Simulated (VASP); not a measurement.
## GaN: single point with PBE

Crystal: GaN.

```xyz
2
Lattice="0.0000 2.1718 2.1718 2.1718 0.0000 2.1718 2.1718 2.1718 0.0000" Properties=species:S:1:pos:R:3 pbc="T T T"
Ga    0.0000    0.0000    0.0000
N     2.1718    2.1718    2.1718
```

This cell differs from its parent crystal: strain +3.0%.

```
Program                : VASP 6.6.1
Task                   : single point
Functional             : PBE
Potentials or basis    : VASP PAW PBE potentials, release 64 (Ga_d, N)
Cutoff                 : 520 eV
k mesh                 : 10 × 10 × 10
Occupations            : fermi-dirac, width 0.02 eV
Spin                   : no spin polarisation
Dipole correction      : no
Further INCAR settings : ALGO = Normal; EDIFF = 1e-07; NBANDS = 16
```

```yaml
Pressure: -9.1 GPa
Band_gap_on_the_k_mesh: 0.12 eV, indirect (least direct gap 1.77 eV)
```

Levels at points of the mesh, in eV from the valence-band top:
| k point | band 5 | band 6 | band 7 | band 8 | band 9 | band 10 | band 11 | band 12 | band 13 | band 14 |
| --- | --- | --- | --- | --- | --- | --- | --- | --- | --- | --- |
| (0.00, 0.00, 0.00) | -13.93 | -13.93 | -0.40 | -0.40 | -0.40 | 1.36 | 14.28 | 14.28 | 14.28 | 14.71 |
| (0.50, 0.00, 0.00) | -13.82 | -13.70 | -7.80 | -0.14 | -0.14 | 4.38 | 8.39 | 8.66 | 8.66 | 15.62 |
| (0.50, 0.50, 0.00) | -13.78 | -11.13 | -6.48 | -2.72 | -2.72 | 0.12 | 7.77 | 11.14 | 13.49 | 13.49 |

Run time: 35 s on 1 thread of AMD EPYC 7R13, with other jobs on the host, peak memory 0.12 GiB.

Caveat: the cell differs from its parent crystal (strain +3.0%). A k mesh can miss the band edges.
